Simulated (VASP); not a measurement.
Write the native input for VASP 6.6.1 that does the following.

```
Task                   : single point
Functional             : r2SCAN
Potentials or basis    : VASP PAW PBE potentials, release 64 (Ag, I)
Cutoff                 : 550 eV
k mesh                 : 6 × 6 × 4
Occupations            : gaussian, width 0.01 eV
Spin                   : no spin polarisation
Dipole correction      : no
Further INCAR settings : ALGO = Normal; EDIFF = 1e-06; NBANDS = 26
```

The system is AgI.

```
Ag I
1.0
     4.55658    0.00000    0.00000
    -2.27829    3.94611    0.00000
     0.00000    0.00000    7.68955
Ag I
2 2
Direct
  0.66667 0.33333 0.62751
  0.33333 0.66667 0.12751
  0.66667 0.33333 0.00249
  0.33333 0.66667 0.50249
```

This cell differs from its parent crystal: in-plane strain -0.02.

These files were run (other wordings do the same):

POSCAR

```
AgI
1.0
    4.5565788914      0.0000000000      0.0000000000
   -2.2782894457      3.9461130743      0.0000000000
    0.0000000000      0.0000000000      7.6895464728
Ag I
2 2
Direct
    0.6666666667      0.3333333333      0.6275119056
    0.3333333333      0.6666666667      0.1275119056
    0.6666666667      0.3333333333      0.0024880944
    0.3333333333      0.6666666667      0.5024880944
```

INCAR.step1

```
ALGO = Normal
EDIFF = 1E-5
ENCUT = 550
GGA = PE
GGA_COMPAT = False
ISMEAR = 0
LASPH = True
LCHARG = False
LREAL = False
LWAVE = True
NBANDS = 26
NELM = 120
PREC = Accurate
SIGMA = 0.01
```

INCAR.step2

```
ALGO = Normal
EDIFF = 1E-6
ENCUT = 550
GGA_COMPAT = False
ISIF = 2
ISMEAR = 0
ISTART = 1
LASPH = True
LCHARG = False
LMIXTAU = True
LREAL = False
LWAVE = False
METAGGA = R2SCAN
NBANDS = 26
NELM = 120
PREC = Accurate
SIGMA = 0.01
```

KPOINTS

```
k-points
0
Gamma
  6 6 4
```

Potentials or basis: VASP PAW PBE potentials, release 64 (Ag, I).

Launch:

```bash
$ cat potpaw_PBE.64/Ag/POTCAR potpaw_PBE.64/I/POTCAR > POTCAR
$ cp INCAR.step1 INCAR
$ mpirun -np 1 vasp_std > vasp.out
$ cp INCAR.step2 INCAR
$ mpirun -np 1 vasp_std > vasp.out
```

It gave:

```json
{"Pressure": "0.8 GPa", "Largest force": "0.147 eV/Å", "Band gap on the k mesh": "1.79 eV"}
```

Caveat: the cell differs from its parent crystal (in-plane strain -0.02); the PAW data sets were made with another functional, which shifts forces and pressure a little; spin-orbit coupling is left out, which moves the levels of the heavy elements.

It took 9.4 min on 1 thread of Intel Xeon 8259CL (shared host), peak memory 0.33 GiB.
